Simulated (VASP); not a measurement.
# LiH in VASP: further runs, part 2 of 2

VASP 6.6.1. Earlier steps stand in the parts before.

**3. Single point, LDA (strain -0.080 along x and y, -0.040 along z)**

File INCAR:

```
PREC = Accurate
ENCUT = 520
EDIFF = 1E-7
ISMEAR = 0
SIGMA = 0.05
LREAL = F
LASPH = T
NELM = 100
ALGO = Normal
ISIF = 2
LWAVE = F
LCHARG = F
NBANDS = 9
```

File KPOINTS:

```
Automatic mesh
0
Gamma
  10 10 10
```

File POSCAR:

```
LiH
1.0
    0.0000000000      1.8699000000      1.9512000000
    1.8699000000      0.0000000000      1.9512000000
    1.8699000000      1.8699000000      0.0000000000
Li H
1 1
Direct
    0.0000000000      0.0000000000      0.0000000000
    0.5000000000      0.5000000000      0.5000000000
```

Potentials or basis: VASP PAW LDA potentials, release 64 (Li_sv, H).

Launch:

```bash
$ cat potpaw_LDA.64/Li_sv/POTCAR potpaw_LDA.64/H/POTCAR > POTCAR
$ mpirun -np 1 vasp_std > vasp.out
```

OUTCAR:

```text
PREC = Accurate
   ENCUT = 520
   EDIFF = 1E-7
   ISMEAR = 0
   LREAL = F
   LASPH = T
   NELM = 100
   ISIF = 2

 ion  position               nearest neighbor table
   1  0.000  0.000  0.000-
   2  0.500  0.500  0.500-

  LATTYP: Found a body centered tetragonal cell.
 ALAT       =     2.6444379403
 C/A-ratio  =     1.4757011086

  Lattice vectors:

 A1 = (  -1.8699000000,   0.0000000000,   1.9512000000)
 A2 = (   1.8699000000,   0.0000000000,   1.9512000000)
 A3 = (   0.0000000000,   1.8699000000,  -1.9512000000)

Analysis of symmetry for initial positions (statically):
=====================================================================
 Subroutine PRICEL returns:
 Original cell was already a primitive cell.

 Routine SETGRP: Setting up the symmetry group for a
 body centered tetragonal supercell.

 Subroutine GETGRP returns: Found 16 space group operations
 (whereof 16 operations were pure point group operations)
 out of a pool of 16 trial point group operations.

The static configuration has the point symmetry D_4h.

Analysis of symmetry for dynamics (positions and initial velocities):
=====================================================================
 Subroutine PRICEL returns:
 Original cell was already a primitive cell.

 Routine SETGRP: Setting up the symmetry group for a
 body centered tetragonal supercell.

 Subroutine GETGRP returns: Found 16 space group operations
 (whereof 16 operations were pure point group operations)
 out of a pool of 16 trial point group operations.

The dynamic configuration has the point symmetry D_4h.

 Subroutine INISYM returns: Found 16 space group operations
 (whereof 16 operations are pure point group operations),
 and found     1 'primitive' translations

----------------------------------------------------------------------------------------

                                     Primitive cell

  volume of cell :      13.6448

  direct lattice vectors                    reciprocal lattice vectors
     0.000000000  1.869900000  1.951200000    -0.267393978  0.267393978  0.256252563
     1.869900000  0.000000000  1.951200000     0.267393978 -0.267393978  0.256252563
     1.869900000  1.869900000  0.000000000     0.267393978  0.267393978 -0.256252563

  length of vectors
     2.702537225  2.702537225  2.644437940     0.456798046  0.456798046  0.456798046

  position of ions in fractional coordinates (direct lattice)
     0.000000000  0.000000000  0.000000000
     0.500000000  0.500000000  0.500000000

  ion indices of the primitive-cell ions
   primitive index   ion index
                 1           1
                 2           2

----------------------------------------------------------------------------------------

 KPOINTS: Automatic mesh

Automatic generation of k-mesh.
 Grid dimensions read from file:
 generate k-points for:   10   10   10

 Generating k-lattice:

  Cartesian coordinates                     Fractional coordinates (reciprocal lattice)
    -0.026739398  0.026739398  0.025625256     0.100000000  0.000000000  0.000000000
     0.026739398 -0.026739398  0.025625256     0.000000000  0.100000000  0.000000000
     0.026739398  0.026739398 -0.025625256    -0.000000000 -0.000000000  0.100000000

  Length of vectors
     0.045679805  0.045679805  0.045679805

  Shift w.r.t. Gamma in fractional coordinates (k-lattice)
     0.000000000  0.000000000  0.000000000

 Subroutine IBZKPT returns following result:
 ===========================================

 Found    102 irreducible k-points:

 Following reciprocal coordinates:
            Coordinates               Weight
  0.000000  0.000000  0.000000      1.000000
  0.100000 -0.000000  0.000000      8.000000
  0.200000 -0.000000  0.000000      8.000000
  0.300000  0.000000  0.000000      8.000000
  0.400000 -0.000000  0.000000      8.000000
  0.500000 -0.000000  0.000000      4.000000
[... 16 lines left out ...]
  0.300000  0.300000  0.000000      2.000000
  0.400000  0.300000  0.000000      8.000000
 [... further k-points ...]
   k-points           NKPTS =    102   k-points in BZ     NKDIM =    102   number of bands    NBANDS=      9
   number of dos      NEDOS =    301   number of ions     NIONS =      2
   total plane-waves  NPLWV =   8000
   dimension x,y,z NGX =    20 NGY =   20 NGZ =   20
   dimension x,y,z NGXF=    40 NGYF=   40 NGZF=   40
   ions per type =               1   1
   NGX,Y,Z   is equivalent  to a cutoff of  12.30, 12.30, 12.57 a.u.
   NGXF,Y,Z  is equivalent  to a cutoff of  24.61, 24.61, 25.15 a.u.
 SYSTEM =  unknown system
   PREC   = accura    normal or accurate (medium, high low for compatibility)
   ISTART =      0    job   : 0-new  1-cont  2-samecut
   ICHARG =      2    charge: 1-file 2-atom 10-const
   ISPIN  =      1    spin polarized calculation?
   LNONCOLLINEAR =      F non collinear calculations
   LSORBIT =      F    spin-orbit coupling
   LASPH  =      T    aspherical Exc in radial PAW
   ENCUT  =  520.0 eV  38.22 Ry    6.18 a.u.   5.02  5.02  4.92*2*pi/ulx,y,z
   NELM   =    100;   NELMIN=  2; NELMDL= -5     # of ELM steps
   EDIFF  = 0.1E-06   stopping-criterion for ELM
   LREAL  =      F    real-space projection
   EDIFFG = 0.1E-05   stopping-criterion for IOM
   NSW    =      0    number of steps for IOM
   IBRION =     -1    ionic relax: 0-MD 1-quasi-New 2-CG
   NFREE  =      0    steps in history (QN), initial steepest desc. (CG)
   ISIF   =      2    stress and relaxation
   ISYM   =      2    0-nonsym 1-usesym 2-fastsym
   POTIM  = 0.5000    time-step for ionic-motion
   TEBEG  =    0.0;   TEEND  =   0.0 temperature during run
   PSTRESS=    0.0 pullay stress
   NELECT =       4.0000    total number of electrons
   NUPDOWN=      -1.0000    fix difference up-down
   EMIN   =  10.00;   EMAX   =-10.00  energy-range for DOS
   EFERMI =   0.00;   METHOD = LEGACY
   ISMEAR =     0;   SIGMA  =   0.05  broadening in eV -4-tet -1-fermi 0-gaus
   EFERMI_NEDOS =   21; number of points for ismear=-14 and -15
   IALGO  =     38    algorithm
   IMIX   =      4    mixing-type and parameters
     AMIX     =   0.40;   BMIX     =  1.00
     AMIX_MAG =   1.60;   BMIX_MAG =  1.00
  volume/ion in A,a.u.               =       6.82        46.04
  Fermi-wavevector in a.u.,A,eV,Ry     =   1.087523  2.055121 16.091710  1.182707
  Thomas-Fermi vector in A             =   2.223685
   LORBIT       =      0    0 simple, 1 ext, 2 COOP (PROOUT), +10 PAW based schemes
   GGA     = CA    functional components
   LHFCALC =     F    Hartree Fock is set to
   AEXX    =    0.0000 exact exchange contribution
   IVDW    =     0    specifies the selected vdW correction
   LEPSILON=     F    determine dielectric tensor
   LRPA    =     F    only Hartree local field effects (RPA)
 non-spin polarized calculation
 Gauss-broadening in eV      SIGMA  =   0.05
  energy-cutoff  :      520.00
  volume of cell :       13.64
 maximum number of plane-waves:       378
   NGX =  9   NGY =  9   NGZ =  9

 number of electron       3.9999998 magnetization

 Free energy of the ion-electron system (eV)
  ---------------------------------------------------
  ext. energy  EPLUGINS =         0.00000000
  ---------------------------------------------------
  free energy    TOTEN  =        -6.47378305 eV

  energy without entropy =       -6.47378305  energy(sigma->0) =       -6.47378305

 E-fermi :   1.4139     XC(G=0):  -9.3650

 val. band max:        1.2021923732   @ k =   0.5000   0.0000   0.5000
 cond. band min:       3.0958698934   @ k =   0.5000   0.5000   0.0000
 fundamental gap:      1.8936775202
 Fermi energy:         1.4138929010

 k-point     1 :       0.0000    0.0000    0.0000
  band No.  band energies     occupation
      1     -42.3198      2.00000
      2      -5.1069      2.00000
      3      19.4146      0.00000
      4      20.0952      0.00000
      5      20.0952      0.00000
      6      20.4682      0.00000
      7      25.2248      0.00000
      8      25.4956      0.00000
      9      25.4956      0.00000
[... 265 lines left out ...]
 k-point    24 :       0.4000    0.3000    0.0000
  band No.  band energies     occupation
      1     -42.2254      2.00000
      2      -1.8813      2.00000
      3       7.4938      0.00000
      4      12.2628      0.00000
      5      13.8414      0.00000
      6      18.8959      0.00000
      7      20.7671      0.00000
      8      33.4543      0.00000
      9      34.4898      0.00000

 [... further k-points ...]

------------------------ aborting loop because EDIFF is reached ----------------------------------------

  FORCE on cell =-STRESS in cart. coord.  units (eV):
  Direction    XX          YY          ZZ          XY          YZ          ZX
  --------------------------------------------------------------------------------------
  -------------------------------------------------------------------------------------
  Total        0.4995352      0.4995352      0.0686855      0.0000000      0.0000000      0.0000000
  in kB       58.6554191     58.6554191      8.0650557      0.0000000      0.0000000      0.0000000
  external PRESSURE =      41.7919646 kB  Pullay stress =       0.0000000 kB

 VOLUME and BASIS-vectors are now :
 -----------------------------------------------------------------------------
  energy-cutoff  :      520.00
  volume of cell :       13.64
      direct lattice vectors                 reciprocal lattice vectors
     0.000000000  1.869900000  1.951200000    -0.267393978  0.267393978  0.256252563
     1.869900000  0.000000000  1.951200000     0.267393978 -0.267393978  0.256252563
     1.869900000  1.869900000  0.000000000     0.267393978  0.267393978 -0.256252563

 POSITION                                       TOTAL-FORCE (eV/Angst)
 -----------------------------------------------------------------------------------
      0.00000      0.00000      0.00000         0.000000      0.000000      0.000000
      1.86990      1.86990      1.95120         0.000000      0.000000      0.000000
 -----------------------------------------------------------------------------------
    total drift:                                0.000000     -0.000000      0.000000

  FREE ENERGIE OF THE ION-ELECTRON SYSTEM (eV)
  ---------------------------------------------------
  free  energy   TOTEN  =        -6.4737830476 eV

  energy  without entropy=       -6.4737830476  energy(sigma->0) =       -6.47378305
```

OSZICAR:

```text
N       E                     dE             d eps       ncg     rms          rms(c)
DAV:   1    -0.215584080906E+01   -0.21558E+01   -0.15546E+03  1900   0.416E+02
DAV:   2    -0.668235813373E+01   -0.45265E+01   -0.44598E+01  2603   0.542E+01
DAV:   3    -0.674184060542E+01   -0.59482E-01   -0.59442E-01  2251   0.515E+00
DAV:   4    -0.674216944055E+01   -0.32884E-03   -0.32881E-03  2613   0.288E-01
DAV:   5    -0.674217062311E+01   -0.11826E-05   -0.11825E-05  2284   0.117E-02    0.294E+00
DAV:   6    -0.654256775279E+01    0.19960E+00   -0.16246E-01  2026   0.123E+00    0.147E+00
DAV:   7    -0.647307990629E+01    0.69488E-01   -0.20483E-01  2308   0.150E+00    0.222E-01
DAV:   8    -0.647384254140E+01   -0.76264E-03   -0.30950E-03  2026   0.401E-01    0.494E-02
DAV:   9    -0.647378112745E+01    0.61414E-04   -0.22294E-04  2445   0.648E-02    0.490E-03
DAV:  10    -0.647378286110E+01   -0.17337E-05   -0.48961E-06  2151   0.173E-02    0.291E-03
DAV:  11    -0.647378298637E+01   -0.12527E-06   -0.79261E-08  2391   0.154E-03    0.361E-04
DAV:  12    -0.647378304762E+01   -0.61251E-07   -0.42932E-09  1138   0.430E-04
   1 F= -.64737830E+01 E0= -.64737830E+01  d E =-.924475E-12
```

Wall time 10 s (1 thread of Intel Xeon 6975P-C, shared host); peak memory 0.12 GiB.

Results:

| Item | Value |
| --- | --- |
| Free energy | -6.4738 eV |
| Band gap on the k mesh | 1.89 eV, indirect (least direct gap 2.25 eV) |

Caveat: the cell differs from its parent crystal (strain -0.080 along x and y, -0.040 along z); the cutoff is under 1.25 times the usual one of these potentials, so pressure, stress and relaxed cells hold a basis-set (Pulay) error.

**4. Single point, LDA (strain -0.080 along x and y, +0.000 along z)**

File INCAR:

```
PREC = Accurate
ENCUT = 520
EDIFF = 1E-6
ISMEAR = 0
SIGMA = 0.05
LREAL = False
LASPH = True
NELM = 100
ALGO = Normal
ISIF = 2
LWAVE = False
LCHARG = False
NBANDS = 9
```

File KPOINTS:

```
regular mesh
0
Gamma
  10 10 10
```

File POSCAR:

```
LiH
1.0
    0.0000000000      1.8699000000      2.0325000000
    1.8699000000      0.0000000000      2.0325000000
    1.8699000000      1.8699000000      0.0000000000
Li H
1 1
Direct
    0.0000000000      0.0000000000      0.0000000000
    0.5000000000      0.5000000000      0.5000000000
```

Potentials or basis: VASP PAW LDA potentials, release 64 (Li_sv, H).

Launch:

```bash
$ cat potpaw_LDA.64/Li_sv/POTCAR potpaw_LDA.64/H/POTCAR > POTCAR
$ mpirun -np 1 vasp_std > vasp.out
```

OUTCAR:

```text
PREC = Accurate
   ENCUT = 520
   EDIFF = 1E-6
   ISMEAR = 0
   LREAL = False
   LASPH = True
   NELM = 100
   ISIF = 2

 ion  position               nearest neighbor table
   1  0.000  0.000  0.000-
   2  0.500  0.500  0.500-

  LATTYP: Found a body centered tetragonal cell.
 ALAT       =     2.6444379403
 C/A-ratio  =     1.5371886548

  Lattice vectors:

 A1 = (  -1.8699000000,   0.0000000000,   2.0325000000)
 A2 = (   1.8699000000,   0.0000000000,   2.0325000000)
 A3 = (   0.0000000000,   1.8699000000,  -2.0325000000)

Analysis of symmetry for initial positions (statically):
=====================================================================
 Subroutine PRICEL returns:
 Original cell was already a primitive cell.

 Routine SETGRP: Setting up the symmetry group for a
 body centered tetragonal supercell.

 Subroutine GETGRP returns: Found 16 space group operations
 (whereof 16 operations were pure point group operations)
 out of a pool of 16 trial point group operations.

The static configuration has the point symmetry D_4h.

Analysis of symmetry for dynamics (positions and initial velocities):
=====================================================================
 Subroutine PRICEL returns:
 Original cell was already a primitive cell.

 Routine SETGRP: Setting up the symmetry group for a
 body centered tetragonal supercell.

 Subroutine GETGRP returns: Found 16 space group operations
 (whereof 16 operations were pure point group operations)
 out of a pool of 16 trial point group operations.

The dynamic configuration has the point symmetry D_4h.

 Subroutine INISYM returns: Found 16 space group operations
 (whereof 16 operations are pure point group operations),
 and found     1 'primitive' translations

----------------------------------------------------------------------------------------

                                     Primitive cell

  volume of cell :      14.2134

[... 107 lines left out ...]
     AMIX     =   0.40;   BMIX     =  1.00
     AMIX_MAG =   1.60;   BMIX_MAG =  1.00
  volume/ion in A,a.u.               =       7.11        47.96
  Fermi-wavevector in a.u.,A,eV,Ry     =   1.072825  2.027346 15.659685  1.150954
  Thomas-Fermi vector in A             =   2.208607
   LORBIT       =      0    0 simple, 1 ext, 2 COOP (PROOUT), +10 PAW based schemes
   GGA     = CA    functional components
   LHFCALC =     F    Hartree Fock is set to
   AEXX    =    0.0000 exact exchange contribution
   IVDW    =     0    specifies the selected vdW correction
   LEPSILON=     F    determine dielectric tensor
   LRPA    =     F    only Hartree local field effects (RPA)
 non-spin polarized calculation
 Gauss-broadening in eV      SIGMA  =   0.05
  energy-cutoff  :      520.00
  volume of cell :       14.21
 maximum number of plane-waves:       396
 NGX is ok and might be reduce to    24
   NGX = 11   NGY = 11   NGZ =  9

 number of electron       3.9999998 magnetization

 Free energy of the ion-electron system (eV)
  ---------------------------------------------------
  ext. energy  EPLUGINS =         0.00000000
  ---------------------------------------------------
  free energy    TOTEN  =        -6.47019358 eV

  energy without entropy =       -6.47019358  energy(sigma->0) =       -6.47019358

 E-fermi :   1.4292     XC(G=0):  -9.2190

 val. band max:        1.0859430988   @ k =   0.5000   0.0000   0.5000
 cond. band min:       2.5731909302   @ k =   0.5000   0.5000   0.0000
 fundamental gap:      1.4872478314
 Fermi energy:         1.4291814370

 k-point     1 :       0.0000    0.0000    0.0000
  band No.  band energies     occupation
      1     -42.5526      2.00000
      2      -5.1727      2.00000
      3      18.4225      0.00000
      4      19.3587      0.00000
      5      19.3587      0.00000
      6      20.0201      0.00000
      7      24.3685      0.00000
      8      24.8973      0.00000
      9      24.8973      0.00000
[... 265 lines left out ...]
 k-point    24 :       0.4000    0.3000    0.0000
  band No.  band energies     occupation
      1     -42.4768      2.00000
      2      -2.1114      2.00000
      3       6.6637      0.00000
      4      12.1452      0.00000
      5      13.8148      0.00000
      6      18.7113      0.00000
      7      20.3545      0.00000
      8      32.1446      0.00000
      9      34.0699      0.00000

 [... further k-points ...]
[... 5 lines left out ...]
  --------------------------------------------------------------------------------------
  -------------------------------------------------------------------------------------
  Total        0.4703970      0.4703970     -0.2797960      0.0000000     -0.0000000      0.0000000
  in kB       53.0246497     53.0246497    -31.5395012      0.0000000     -0.0000000      0.0000000
  external PRESSURE =      24.8365994 kB  Pullay stress =       0.0000000 kB

 VOLUME and BASIS-vectors are now :
 -----------------------------------------------------------------------------
  energy-cutoff  :      520.00
  volume of cell :       14.21
      direct lattice vectors                 reciprocal lattice vectors
     0.000000000  1.869900000  2.032500000    -0.267393978  0.267393978  0.246002460
     1.869900000  0.000000000  2.032500000     0.267393978 -0.267393978  0.246002460
     1.869900000  1.869900000  0.000000000     0.267393978  0.267393978 -0.246002460

 POSITION                                       TOTAL-FORCE (eV/Angst)
 -----------------------------------------------------------------------------------
      0.00000      0.00000      0.00000        -0.000000     -0.000000      0.000000
      1.86990      1.86990      2.03250         0.000000      0.000000     -0.000000
 -----------------------------------------------------------------------------------
    total drift:                                0.000000     -0.000000     -0.000000

  FREE ENERGIE OF THE ION-ELECTRON SYSTEM (eV)
  ---------------------------------------------------
  free  energy   TOTEN  =        -6.4701935769 eV

  energy  without entropy=       -6.4701935769  energy(sigma->0) =       -6.47019358
```

OSZICAR:

```text
N       E                     dE             d eps       ncg     rms          rms(c)
DAV:   1    -0.261680159451E+01   -0.26168E+01   -0.14561E+03  1916   0.409E+02
DAV:   2    -0.669389797153E+01   -0.40771E+01   -0.40530E+01  2623   0.534E+01
DAV:   3    -0.673952553594E+01   -0.45628E-01   -0.45602E-01  2213   0.463E+00
DAV:   4    -0.673973424684E+01   -0.20871E-03   -0.20868E-03  2585   0.279E-01
DAV:   5    -0.673973552343E+01   -0.12766E-05   -0.12766E-05  2269   0.145E-02    0.292E+00
DAV:   6    -0.653871151306E+01    0.20102E+00   -0.16746E-01  2083   0.123E+00    0.145E+00
DAV:   7    -0.646945922539E+01    0.69252E-01   -0.20732E-01  2281   0.149E+00    0.218E-01
DAV:   8    -0.647025390170E+01   -0.79468E-03   -0.34059E-03  2052   0.415E-01    0.487E-02
DAV:   9    -0.647019157216E+01    0.62330E-04   -0.22544E-04  2366   0.628E-02    0.467E-03
DAV:  10    -0.647019346023E+01   -0.18881E-05   -0.52462E-06  2168   0.175E-02    0.309E-03
DAV:  11    -0.647019357692E+01   -0.11669E-06   -0.87713E-08  1316   0.146E-03
   1 F= -.64701936E+01 E0= -.64701936E+01  d E =-.192880E-24
```

Run time: 9.4 s. Hardware: 1 thread of Intel Xeon 6975P-C, shared host; peak memory 0.12 GiB.

Results:

```
Free energy            : -6.4702 eV
Band gap on the k mesh : 1.49 eV, indirect (least direct gap 2.19 eV)
```

Caveat: the cell differs from its parent crystal (strain -0.080 along x and y, +0.000 along z); the cutoff is under 1.25 times the usual one of these potentials, so pressure, stress and relaxed cells hold a basis-set (Pulay) error. A k mesh can miss the band edges.

**5. The runs side by side**

| cell | gap on the mesh (eV) |
| --- | --- |
| a = 3.104 Å, angles 60.0°, 2 atoms | 2.79 |
| a = 2.703, b = 2.703, c = 2.644 Å, angles 60.7, 60.7, 58.6°, 2 atoms | 1.89 |
| a = 2.762, b = 2.762, c = 2.644 Å, angles 61.4, 61.4, 57.2°, 2 atoms | 1.49 |

Alike in all rows: task single point; level LDA; potentials or basis VASP PAW LDA potentials, release 64 (Li_sv, H); no spin polarisation; k mesh 10 × 10 × 10; cutoff (eV) 520; smearing gaussian 0.05 eV.

Caveats: the cutoff is under 1.25 times the usual one of these potentials, so pressure, stress and relaxed cells hold a basis-set (Pulay) error.

Absolute energies hang on the potentials; compare differences alone.
